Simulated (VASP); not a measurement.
# Ca3As2 (P6/mmm) in VASP: a series of runs

The runs below take Ca3As2 through single point, relaxation of cell and atoms, with PBE.

Everything below comes from runs of VASP 6.6.1. Logs are shortened: lines on timing, memory, paths and dates and some standing lists are left out, and cuts for length are marked.

### Step 1. The cell of the first run

It takes space group P6/mmm (No. 191, hexagonal). The conventional cell has a = 6.154 Å, b = 6.154 Å, c = 6.296 Å, α = 90.00°, β = 90.00°, γ = 120.00°. Ca (site symmetry mmm) has 4 Ca at 3.08 Å and 4 As at 3.33 Å within 4.0 Å. As (site symmetry 6mm) has 1 As at 2.53 Å and 6 Ca at 3.33 Å within 3.4 Å.

The cell was built from a structure type or drawn by symmetry, and may not be a known phase.

### Step 2. Single point, PBE

The input, INCAR:

```
ALGO = Fast
EDIFF = 1E-7
ENCUT = 520
GGA = PE
ISIF = 2
ISMEAR = 0
LASPH = T
LCHARG = T
LELF = T
LREAL = F
LVHAR = T
LWAVE = F
NBANDS = 28
NELM = 60
PREC = Accurate
SIGMA = 0.1
```

The input, KPOINTS:

```
k-points
0
Gamma
  6 6 6
```

The input, POSCAR:

```
Ca3As2
1.0
    6.1538227544      0.0000000000      0.0000000000
   -3.0769113772      5.3293668357      0.0000000000
    0.0000000000      0.0000000000      6.2964839155
Ca As
3 2
Direct
    0.5000000000      0.0000000000      0.0000000000
    0.0000000000      0.5000000000      0.0000000000
    0.5000000000      0.5000000000      0.0000000000
    0.0000000000      0.0000000000      0.2010011614
    0.0000000000      0.0000000000      0.7989988386
```

Potentials or basis: VASP PAW PBE potentials, release 64 (Ca_sv, As).

Started as:

```bash
$ cat potpaw_PBE.64/Ca_sv/POTCAR potpaw_PBE.64/As/POTCAR > POTCAR
$ mpirun -np 1 vasp_std > vasp.out
```

OUTCAR:

```text
EDIFF = 1E-7
   ENCUT = 520
   GGA = PE
   ISIF = 2
   ISMEAR = 0
   LASPH = T
   LREAL = F
   NELM = 60
   PREC = Accurate

 ion  position               nearest neighbor table
   1  0.500  0.000  0.000-   2 3.08   3 3.08   3 3.08   2 3.08
   2  0.000  0.500  0.000-   3 3.08   3 3.08   1 3.08   1 3.08
   3  0.500  0.500  0.000-   2 3.08   2 3.08   1 3.08   1 3.08
   4  0.000  0.000  0.201-   5 2.53
   5  0.000  0.000  0.799-   4 2.53

  LATTYP: Found a hexagonal cell.
 ALAT       =     6.1538227544
 C/A-ratio  =     1.0231825268

  Lattice vectors:

 A1 = (   6.1538227544,   0.0000000000,   0.0000000000)
 A2 = (  -3.0769113772,   5.3293668357,   0.0000000000)
 A3 = (   0.0000000000,   0.0000000000,   6.2964839155)

Analysis of symmetry for initial positions (statically):
=====================================================================
 Subroutine PRICEL returns:
 Original cell was already a primitive cell.

 Routine SETGRP: Setting up the symmetry group for a
 hexagonal supercell.

 Subroutine GETGRP returns: Found 24 space group operations
 (whereof 24 operations were pure point group operations)
 out of a pool of 24 trial point group operations.

The static configuration has the point symmetry D_6h.

Analysis of symmetry for dynamics (positions and initial velocities):
=====================================================================
 Subroutine PRICEL returns:
 Original cell was already a primitive cell.

 Routine SETGRP: Setting up the symmetry group for a
 hexagonal supercell.

 Subroutine GETGRP returns: Found 24 space group operations
 (whereof 24 operations were pure point group operations)
 out of a pool of 24 trial point group operations.

The dynamic configuration has the point symmetry D_6h.

 Subroutine INISYM returns: Found 24 space group operations
 (whereof 24 operations are pure point group operations),
 and found     1 'primitive' translations

----------------------------------------------------------------------------------------

                                     Primitive cell

  volume of cell :     206.4994

  direct lattice vectors                    reciprocal lattice vectors
     6.153822754  0.000000000  0.000000000     0.162500618  0.093819775  0.000000000
    -3.076911377  5.329366836  0.000000000     0.000000000  0.187639551  0.000000000
     0.000000000  0.000000000  6.296483915     0.000000000  0.000000000  0.158818797

  length of vectors
     6.153822754  6.153822754  6.296483915     0.187639551  0.187639551  0.158818797

  position of ions in fractional coordinates (direct lattice)
     0.500000000  0.000000000  0.000000000
     0.000000000  0.500000000  0.000000000
     0.500000000  0.500000000  0.000000000
     0.000000000  0.000000000  0.201001161
     0.000000000  0.000000000  0.798998839

  ion indices of the primitive-cell ions
   primitive index   ion index
                 1           1
                 2           2
                 3           3
                 4           4
                 5           5

----------------------------------------------------------------------------------------

 KPOINTS: k-points

Automatic generation of k-mesh.
 Grid dimensions read from file:
 generate k-points for:    6    6    6

 Generating k-lattice:

  Cartesian coordinates                     Fractional coordinates (reciprocal lattice)
     0.027083436  0.015636629  0.000000000     0.166666667  0.000000000  0.000000000
     0.000000000  0.031273258  0.000000000     0.000000000  0.166666667  0.000000000
     0.000000000  0.000000000  0.026469799     0.000000000  0.000000000  0.166666667

  Length of vectors
     0.031273258  0.031273258  0.026469799

  Shift w.r.t. Gamma in fractional coordinates (k-lattice)
     0.000000000  0.000000000  0.000000000

 Subroutine IBZKPT returns following result:
 ===========================================

 Found     28 irreducible k-points:

 Following reciprocal coordinates:
            Coordinates               Weight
  0.000000  0.000000  0.000000      1.000000
  0.166667 -0.000000  0.000000      6.000000
  0.333333  0.000000  0.000000      6.000000
  0.500000 -0.000000  0.000000      3.000000
  0.166667  0.166667  0.000000      6.000000
  0.333333  0.166667  0.000000     12.000000
[... 16 lines left out ...]
  0.166667 -0.000000  0.500000      6.000000
  0.333333  0.000000  0.500000      6.000000
 [... further k-points ...]
   k-points           NKPTS =     28   k-points in BZ     NKDIM =     28   number of bands    NBANDS=     28
   number of dos      NEDOS =    301   number of ions     NIONS =      5
   total plane-waves  NPLWV = 110592
   dimension x,y,z NGX =    48 NGY =   48 NGZ =   48
   dimension x,y,z NGXF=    96 NGYF=   96 NGZF=   96
   ions per type =               3   2
   NGX,Y,Z   is equivalent  to a cutoff of  12.97, 12.97, 12.67 a.u.
   NGXF,Y,Z  is equivalent  to a cutoff of  25.93, 25.93, 25.35 a.u.
 SYSTEM =  unknown system
   PREC   = accura    normal or accurate (medium, high low for compatibility)
   ISTART =      0    job   : 0-new  1-cont  2-samecut
   ICHARG =      2    charge: 1-file 2-atom 10-const
   ISPIN  =      1    spin polarized calculation?
   LNONCOLLINEAR =      F non collinear calculations
   LSORBIT =      F    spin-orbit coupling
   LASPH  =      T    aspherical Exc in radial PAW
   ENCUT  =  520.0 eV  38.22 Ry    6.18 a.u.  11.44 11.44 11.71*2*pi/ulx,y,z
   NELM   =     60;   NELMIN=  2; NELMDL= -5     # of ELM steps
   EDIFF  = 0.1E-06   stopping-criterion for ELM
   LREAL  =      F    real-space projection
   EDIFFG = 0.1E-05   stopping-criterion for IOM
   NSW    =      0    number of steps for IOM
   IBRION =     -1    ionic relax: 0-MD 1-quasi-New 2-CG
   NFREE  =      0    steps in history (QN), initial steepest desc. (CG)
   ISIF   =      2    stress and relaxation
   ISYM   =      2    0-nonsym 1-usesym 2-fastsym
   POTIM  = 0.5000    time-step for ionic-motion
   TEBEG  =    0.0;   TEEND  =   0.0 temperature during run
   PSTRESS=    0.0 pullay stress
   NELECT =      40.0000    total number of electrons
   NUPDOWN=      -1.0000    fix difference up-down
   EMIN   =  10.00;   EMAX   =-10.00  energy-range for DOS
   EFERMI =   0.00;   METHOD = LEGACY
   ISMEAR =     0;   SIGMA  =   0.10  broadening in eV -4-tet -1-fermi 0-gaus
   EFERMI_NEDOS =   21; number of points for ismear=-14 and -15
   IALGO  =     68    algorithm
   IMIX   =      4    mixing-type and parameters
     AMIX     =   0.40;   BMIX     =  1.00
     AMIX_MAG =   1.60;   BMIX_MAG =  1.00
  volume/ion in A,a.u.               =      41.30       278.71
  Fermi-wavevector in a.u.,A,eV,Ry     =   0.947230  1.790004 12.207745  0.897244
  Thomas-Fermi vector in A             =   2.075303
   LORBIT       =      0    0 simple, 1 ext, 2 COOP (PROOUT), +10 PAW based schemes
   GGA     = PE    functional components
   LHFCALC =     F    Hartree Fock is set to
   AEXX    =    0.0000 exact exchange contribution
   IVDW    =     0    specifies the selected vdW correction
   LEPSILON=     F    determine dielectric tensor
   LRPA    =     F    only Hartree local field effects (RPA)
 non-spin polarized calculation
 RMM-DIIS sequential band-by-band and
 Gauss-broadening in eV      SIGMA  =   0.10
  energy-cutoff  :      520.00
  volume of cell :      206.50
 maximum number of plane-waves:      5615
 NGX is ok and might be reduce to    48
   NGX = 23   NGY = 23   NGZ = 23

 number of electron      40.0000003 magnetization

 Free energy of the ion-electron system (eV)
  ---------------------------------------------------
  ext. energy  EPLUGINS =         0.00000000
  ---------------------------------------------------
  free energy    TOTEN  =       -14.57746985 eV

  energy without entropy =      -14.56989029  energy(sigma->0) =      -14.57368007

 E-fermi :   1.2226     XC(G=0):  -7.0312

 val. band max:        1.2148986377   @ k =   0.3333   0.3333   0.0000
 cond. band min:       1.2373693993   @ k =   0.5000  -0.0000   0.1667
 fundamental gap:      0.0224707616
 Fermi energy:         1.2226425468

 k-point     1 :       0.0000    0.0000    0.0000
  band No.  band energies     occupation
      1     -40.6142      2.00000
      2     -40.4863      2.00000
      3     -40.4863      2.00000
      4     -22.2270      2.00000
      5     -21.7542      2.00000
      6     -21.7542      2.00000
[... 20 lines left out ...]
     27       3.9551      0.00000
     28       4.1044      0.00000

 k-point     2 :       0.1667   -0.0000    0.0000
  band No.  band energies     occupation
      1     -40.6068      2.00000
      2     -40.4939      2.00000
      3     -40.4863      2.00000
      4     -22.1831      2.00000
      5     -21.7520      2.00000
      6     -21.7230      2.00000
[... 20 lines left out ...]
     27       3.8917      0.00000
     28       4.1501      0.00000

 k-point     3 :       0.3333    0.0000    0.0000
  band No.  band energies     occupation
      1     -40.5875      2.00000
      2     -40.5137      2.00000
      3     -40.4863      2.00000
      4     -22.0770      2.00000
      5     -21.7387      2.00000
      6     -21.6375      2.00000
[... 20 lines left out ...]
     27       3.6537      0.00000
     28       4.1408      0.00000

 k-point     4 :       0.5000   -0.0000    0.0000
  band No.  band energies     occupation
      1     -40.5720      2.00000
      2     -40.5295      2.00000
      3     -40.4864      2.00000
      4     -22.0086      2.00000
      5     -21.7086      2.00000
      6     -21.6015      2.00000
[... 578 lines left out ...]
     27       3.6763      0.00000
     28       4.0866      0.00000

 k-point    23 :       0.1667   -0.0000    0.5000
  band No.  band energies     occupation
      1     -40.6068      2.00000
      2     -40.4939      2.00000
      3     -40.4863      2.00000
      4     -22.1831      2.00000
      5     -21.7520      2.00000
      6     -21.7230      2.00000
[... 20 lines left out ...]
     27       3.3663      0.00000
     28       4.0920      0.00000

 k-point    24 :       0.3333    0.0000    0.5000
  band No.  band energies     occupation
      1     -40.5875      2.00000
      2     -40.5137      2.00000
      3     -40.4864      2.00000
      4     -22.0770      2.00000
      5     -21.7387      2.00000
      6     -21.6375      2.00000
[... 20 lines left out ...]
     27       3.3968      0.00000
     28       4.0380      0.00000

 [... further k-points ...]
[... 5 lines left out ...]
  --------------------------------------------------------------------------------------
  -------------------------------------------------------------------------------------
  Total        0.0817938      0.0817938      0.0635613      0.0000000     -0.0000000      0.0000000
  in kB        0.6346178      0.6346178      0.4931566      0.0000000     -0.0000000      0.0000000
  external PRESSURE =       0.5874640 kB  Pullay stress =       0.0000000 kB

 VOLUME and BASIS-vectors are now :
 -----------------------------------------------------------------------------
  energy-cutoff  :      520.00
  volume of cell :      206.50
      direct lattice vectors                 reciprocal lattice vectors
     6.153822754  0.000000000  0.000000000     0.162500618  0.093819775  0.000000000
    -3.076911377  5.329366836  0.000000000     0.000000000  0.187639551  0.000000000
     0.000000000  0.000000000  6.296483915     0.000000000  0.000000000  0.158818797

 POSITION                                       TOTAL-FORCE (eV/Angst)
 -----------------------------------------------------------------------------------
      3.07691      0.00000      0.00000         0.000000     -0.000000      0.000000
     -1.53846      2.66468      0.00000         0.000000     -0.000000      0.000000
      1.53846      2.66468      0.00000         0.000000     -0.000000      0.000000
      0.00000      0.00000      1.26560        -0.000000      0.000000      0.034259
      0.00000      0.00000      5.03088        -0.000000      0.000000     -0.034259
 -----------------------------------------------------------------------------------
    total drift:                               -0.000000      0.000000      0.000000

  FREE ENERGIE OF THE ION-ELECTRON SYSTEM (eV)
  ---------------------------------------------------
  free  energy   TOTEN  =       -14.5774698516 eV

  energy  without entropy=      -14.5698902875  energy(sigma->0) =      -14.57368007
```

Run time: 2.6 min. Hardware: 1 thread of Intel Xeon 6975P-C (Granite Rapids), shared host; peak memory 0.41 GiB.

What came out:

| Item | Value |
| --- | --- |
| Free energy | -14.5775 eV |
| Pressure | 0.1 GPa |
| Largest force | 0.034 eV/Å |
| Band gap on the k mesh | zero (bands 20 and 21 overlap by 0.11 eV) |

Forces in eV/Å, atoms in the order of the input:
```
Ca   0.000  0.000  0.000
Ca   0.000  0.000  0.000
Ca   0.000  0.000  0.000
As   0.000  0.000  0.034
As   0.000  0.000 -0.034
```

Levels at points of the mesh, in eV from the Fermi level:
```tsv
k point	band 16	band 17	band 18	band 19	band 20	band 21	band 22	band 23	band 24	band 25
(0.00, 0.00, 0.00)	-2.18	-2.18	-2.11	-0.67	-0.67	0.41	0.41	0.43	0.98	2.23
(0.50, 0.00, 0.00)	-2.65	-2.61	-0.42	-0.41	-0.41	-0.03	0.84	1.19	1.86	2.04
(0.00, 0.00, 0.50)	-2.03	-2.03	-1.50	-0.95	-0.95	0.31	0.45	0.45	0.95	1.56
(0.50, 0.00, 0.50)	-2.47	-1.34	-1.03	-0.77	-0.37	0.20	0.56	1.48	1.79	2.06
```

### Step 3. Single point, PBE

The input, INCAR:

```
SYSTEM = Ca3As2
PREC = Accurate
ENCUT = 520
EDIFF = 1E-6
ISMEAR = 0
SIGMA = 0.1
LREAL = .False.
LASPH = .True.
NELM = 60
ALGO = Fast
ISIF = 2
LWAVE = .False.
LCHARG = .False.
GGA = PE
NBANDS = 28
```

The input, KPOINTS:

```
regular mesh
0
Gamma
  6 6 6
  0 0 0
```

POSCAR is that of step 2.

Potentials or basis: VASP PAW PBE potentials, release 64 (Ca_sv, As).

Started as:

```bash
$ cat potpaw_PBE.64/Ca_sv/POTCAR potpaw_PBE.64/As/POTCAR > POTCAR
$ mpirun -np 1 vasp_std > vasp.out
```

OUTCAR:

```text
SYSTEM = Ca3As2
   PREC = Accurate
   ENCUT = 520
   EDIFF = 1E-6
   ISMEAR = 0
   LREAL = .False.
   LASPH = .True.
   NELM = 60
   ISIF = 2
   GGA = PE

 ion  position               nearest neighbor table
   1  0.500  0.000  0.000-   2 3.08   3 3.08   3 3.08   2 3.08
   2  0.000  0.500  0.000-   3 3.08   3 3.08   1 3.08   1 3.08
   3  0.500  0.500  0.000-   2 3.08   2 3.08   1 3.08   1 3.08
   4  0.000  0.000  0.201-   5 2.53
   5  0.000  0.000  0.799-   4 2.53

  LATTYP: Found a hexagonal cell.
 ALAT       =     6.1538227544
 C/A-ratio  =     1.0231825268

  Lattice vectors:

 A1 = (   6.1538227544,   0.0000000000,   0.0000000000)
 A2 = (  -3.0769113772,   5.3293668357,   0.0000000000)
 A3 = (   0.0000000000,   0.0000000000,   6.2964839155)

Analysis of symmetry for initial positions (statically):
=====================================================================
 Subroutine PRICEL returns:
 Original cell was already a primitive cell.

[... 171 lines left out ...]
  ext. energy  EPLUGINS =         0.00000000
  ---------------------------------------------------
  free energy    TOTEN  =       -14.57746891 eV

  energy without entropy =      -14.56988920  energy(sigma->0) =      -14.57367906

 E-fermi :   1.2226     XC(G=0):  -7.0311

 val. band max:        1.2148803058   @ k =   0.3333   0.3333   0.0000
 cond. band min:       1.2373612197   @ k =   0.5000  -0.0000   0.1667
 fundamental gap:      0.0224809139
 Fermi energy:         1.2226262366

 k-point     1 :       0.0000    0.0000    0.0000
  band No.  band energies     occupation
      1     -40.6142      2.00000
      2     -40.4863      2.00000
      3     -40.4863      2.00000
      4     -22.2270      2.00000
      5     -21.7542      2.00000
      6     -21.7542      2.00000
[... 733 lines left out ...]
     27       3.3970      0.00000
     28       4.0411      0.00000

 [... further k-points ...]
[... 5 lines left out ...]
  --------------------------------------------------------------------------------------
  -------------------------------------------------------------------------------------
  Total        0.0799041      0.0799041      0.0629417      0.0000000      0.0000000      0.0000000
  in kB        0.6199562      0.6199562      0.4883489      0.0000000      0.0000000      0.0000000
  external PRESSURE =       0.5760871 kB  Pullay stress =       0.0000000 kB

 VOLUME and BASIS-vectors are now :
 -----------------------------------------------------------------------------
  energy-cutoff  :      520.00
  volume of cell :      206.50
      direct lattice vectors                 reciprocal lattice vectors
     6.153822754  0.000000000  0.000000000     0.162500618  0.093819775  0.000000000
    -3.076911377  5.329366836  0.000000000     0.000000000  0.187639551  0.000000000
     0.000000000  0.000000000  6.296483915     0.000000000  0.000000000  0.158818797

 POSITION                                       TOTAL-FORCE (eV/Angst)
 -----------------------------------------------------------------------------------
      3.07691      0.00000      0.00000         0.000000      0.000000      0.000000
     -1.53846      2.66468      0.00000         0.000000      0.000000      0.000000
      1.53846      2.66468      0.00000         0.000000      0.000000      0.000000
      0.00000      0.00000      1.26560         0.000000     -0.000000      0.034271
      0.00000      0.00000      5.03088        -0.000000      0.000000     -0.034271
 -----------------------------------------------------------------------------------
    total drift:                               -0.000000      0.000000      0.000000

  FREE ENERGIE OF THE ION-ELECTRON SYSTEM (eV)
  ---------------------------------------------------
  free  energy   TOTEN  =       -14.5774689137 eV

  energy  without entropy=      -14.5698891965  energy(sigma->0) =      -14.57367906
```

stdout:

```text
POSCAR found type information on POSCAR CaAs
 POSCAR found :  2 types and       5 ions
 scaLAPACK will be used
 LDA part: xc-table for (Slater+PW92), standard interpolation
 POSCAR, INCAR and KPOINTS ok, starting setup
 FFT: planning ... GRIDC
 FFT: planning ... GRID_SOFT
 FFT: planning ... GRID
 WAVECAR not read
 entering main loop
```

Run time: 2.2 min. Hardware: 1 thread of Intel Xeon 6975P-C (Granite Rapids), shared host; peak memory 0.4 GiB.

Results:

```yaml
Free_energy: -14.5775 eV
Pressure: 0.1 GPa
Largest_force: 0.034 eV/Å
Band_gap_on_the_k_mesh: zero (bands 20 and 21 overlap by 0.11 eV)
```

Forces in eV/Å, atoms in the order of the input:
```
Ca   0.000  0.000  0.000
Ca   0.000  0.000  0.000
Ca   0.000  0.000  0.000
As   0.000  0.000  0.034
As   0.000  0.000 -0.034
```

[end of part 1 of 2]
